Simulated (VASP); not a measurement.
## TmSb2Cl2: relaxation of cell and atoms with PBE

TmSb2Cl2:

```xyz
5
Lattice="3.9102 0.0000 0.0000 -1.9551 3.3863 0.0000 0.0000 0.0000 12.8935" Properties=species:S:1:pos:R:3 pbc="T T T"
Tm    0.0000    0.0000    0.0000
Sb    0.0000    2.2575    7.3041
Sb    1.9551    1.1288    5.5894
Cl    0.0000    2.2575    1.5157
Cl    1.9551    1.1288   11.3778
```

The cell was built from a structure type or drawn by symmetry, and may not be a known phase.

```
Program                : VASP 6.6.1
Task                   : relaxation of cell and atoms
Functional             : PBE
Potentials or basis    : VASP PAW PBE potentials, release 64 (Tm_3, Sb, Cl), 4f in core
Cutoff                 : 500 eV
k mesh                 : 12 × 12 × 4
Occupations            : gaussian, width 0.1 eV
Spin                   : no spin polarisation
Dipole correction      : no
Mended                 : yes
Further INCAR settings : ALGO = Normal; EDIFF = 1e-07; IBRION = 2; EDIFFG = -0.01; NSW = 100; ISIF = 3
```

- Relaxed volume: 34.22 Å³/atom
- Relaxed cell: a = 3.912 Å, b = 3.912 Å, c = 12.910 Å, α = 90.00°, β = 90.00°, γ = 120.00°
- Space group after relaxing (to 0.1 Å): P-3m1 (No. 164)
- Energy gained by relaxing: 0.1 meV/atom
- Ionic steps: 3
- Pressure after relaxing: 0.0 GPa
- Largest force after relaxing: 0.009 eV/Å
- Band gap on the k mesh: zero (an odd number of electrons rules out a gap without spin polarisation)

Forces on the atoms (eV/Å):
```
Tm   0.000  0.000  0.000
Sb   0.000  0.000  0.009
Sb   0.000  0.000 -0.009
Cl   0.000  0.000  0.005
Cl   0.000  0.000 -0.005
```

The path:
```tsv
step	energy change (eV)	largest force (eV/Å)	pressure (GPa)	volume (Å³)
1	0.0000	0.0896	0.13	170.72
2	-0.0002	0.0498	-0.14	171.41
3	-0.0004	0.0085	-0.02	171.12
```

Final structure:
```
Tm Sb Cl
1.0
     3.91228    0.00000    0.00000
    -1.95614    3.38813    0.00000
     0.00000    0.00000   12.90954
Tm Sb Cl
1 2 2
Direct
  0.00000 0.00000 0.00000
  0.33333 0.66667 0.56669
  0.66667 0.33333 0.43331
  0.33333 0.66667 0.11761
  0.66667 0.33333 0.88239
```

Levels at points of the mesh, in eV from the Fermi level:
```tsv
k point	band 13	band 14	band 15	band 16	band 17	band 18	band 19	band 20
(0.00, 0.00, 0.00)	-5.53	-2.29	-0.53	-0.53	0.56	0.64	0.64	1.11
(0.50, 0.00, 0.00)	-5.97	-4.38	-2.91	-2.40	-0.61	0.71	0.92	2.36
(0.00, 0.00, 0.50)	-5.53	-2.21	-0.53	-0.53	0.37	0.64	0.64	0.88
(0.50, 0.00, 0.50)	-5.97	-4.37	-2.92	-2.40	-0.61	0.71	0.91	2.37
```

Run time: 3.7 min on 1 thread of Intel(R) Xeon(R) 6975P-C (Granite Rapids), with other jobs on the host, peak memory 0.46 GiB.

Caveat: spin-orbit coupling is left out, which moves the levels of the heavy elements; this functional lacks dispersion, which binds the layers, so the pressure and a relaxed spacing across them are unreliable; the 4f electrons are frozen in the core, so they carry no moment and show no levels; an odd number of electrons without spin polarisation forces a metal; a magnetic or distorted state may lie lower; the run has no spin polarisation, though such a crystal can be magnetic. With open d or f shells a metallic result of PBE can be an artefact of self-interaction; +U or a hybrid may open a gap.
